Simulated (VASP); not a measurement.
Crystal: KRb3.

```
K Rb
1.0
     7.14149    0.00000    0.00000
     0.00000    7.14149    0.00000
     0.00000    0.00000    7.14149
K Rb
1 3
Direct
  0.00000 0.00000 0.00000
  0.00000 0.50000 0.50000
  0.50000 0.00000 0.50000
  0.50000 0.50000 0.00000
```

| Quantity | Value |
| --- | --- |
| Program | VASP 6.6.1 |
| Task | relaxation of volume and atoms at fixed shape |
| Functional | PBEsol |
| Potentials or basis | VASP PAW PBE potentials, release 64 (K_sv, Rb_sv) |
| Cutoff | 600 eV |
| k mesh | 4 × 4 × 4 |
| Occupations | fermi-dirac, width 0.05 eV |
| Spin | no spin polarisation |

At the start: pressure -0.2 GPa; volume 91.06 Å³/atom.

Problem. Where does the relaxation end?

Solution. Over 3 steps the energy falls by 6.8 meV/atom and the volume is 83.89 Å³/atom (-7.9 %); space group Pm-3m (No. 221, to 0.1 Å) before and after.

Step by step:
```
step  energy change (eV)  largest force (eV/Å)  pressure (GPa)  volume (Å³)
   1              0.0000                0.0000           -0.25       364.22
   2             -0.0103                0.0000           -0.20       356.88
   3             -0.0271                0.0000           -0.04       335.56
```

Final structure:
```xyz
4
Lattice="6.9490 0.0000 0.0000 0.0000 6.9490 0.0000 0.0000 0.0000 6.9490" Properties=species:S:1:pos:R:3 pbc="T T T"
K     0.0000    0.0000    0.0000
Rb    0.0000    3.4745    3.4745
Rb    3.4745    0.0000    3.4745
Rb    3.4745    3.4745    0.0000
```

Caveat: the PAW data sets were made with another functional, which shifts forces and pressure a little.
